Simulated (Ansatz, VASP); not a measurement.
**One calculation of PbSe, two programs**

```
CELL_PARAMETERS angstrom
0.00000 3.04004 2.89716
3.04004 0.00000 2.89716
3.04004 3.04004 0.00000
ATOMIC_POSITIONS crystal
Pb 0.00000 0.00000 0.00000
Se 0.50000 0.50000 0.50000
```

Alike in both runs: task single point; functional PBE; dispersion D3(BJ); k mesh 10 × 10 × 10; occupations gaussian, width 0.03 eV; no spin polarisation.

```csv
,VASP,Ansatz
version,VASP 6.6.1,Ansatz 0.2.0
potentials or method,"VASP PAW PBE potentials, release 64 (Pb_d, Se), cutoff 520 eV","scalar-relativistic, plane waves, PAW"
valence electrons in the cell,20,30
```

```csv
,VASP,Ansatz,Ansatz less VASP
gap on the k mesh at the Fermi level (eV),0.04,0.05,+0.005
least direct gap on the mesh (eV),0.04,0.05,+0.005
pressure (GPa),4.9,4.9,+0.01
"traceless stress, the component that is largest in VASP (GPa)",5.98,5.97,-0.012
```

VASP's potentials hold 20 valence electrons a cell and Ansatz's 30, so a difference there can come from the potentials and not from the codes.

Spin-orbit coupling is off throughout.
